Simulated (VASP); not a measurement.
# Re: single point with PBE

Re:

```
CELL_PARAMETERS angstrom
-1.55693 1.55693 1.55693
1.55693 -1.55693 1.55693
1.55693 1.55693 -1.55693
ATOMIC_POSITIONS crystal
Re 0.00000 0.00000 0.00000
```

```
Program                : VASP 6.6.1
Task                   : single point
Functional             : PBE
Potentials or basis    : VASP PAW PBE potentials, release 64 (Re)
Cutoff                 : 520 eV
k mesh                 : 19 × 19 × 19
Occupations            : fermi-dirac, width 0.05 eV
Spin                   : no spin polarisation
Dipole correction      : no
Further INCAR settings : ALGO = Normal; EDIFF = 1e-06; NBANDS = 10
```

```yaml
Pressure: -0.5 GPa
```

Levels at points of the mesh, in eV from the Fermi level:
```
           k point  band 1  band 2  band 3  band 4  band 5  band 6  band 7
(0.00, 0.00, 0.00)  -10.56   -2.61   -2.61   -2.61    0.77    0.77   15.54
```

Wall time 20 s on 1 thread of Intel(R) Xeon(R) Platinum 8375C CPU @ 2.90GHz (Ice Lake), with other jobs on the host, peak memory 0.15 GiB.

Caveat: spin-orbit coupling is left out, which moves the levels of the heavy elements.
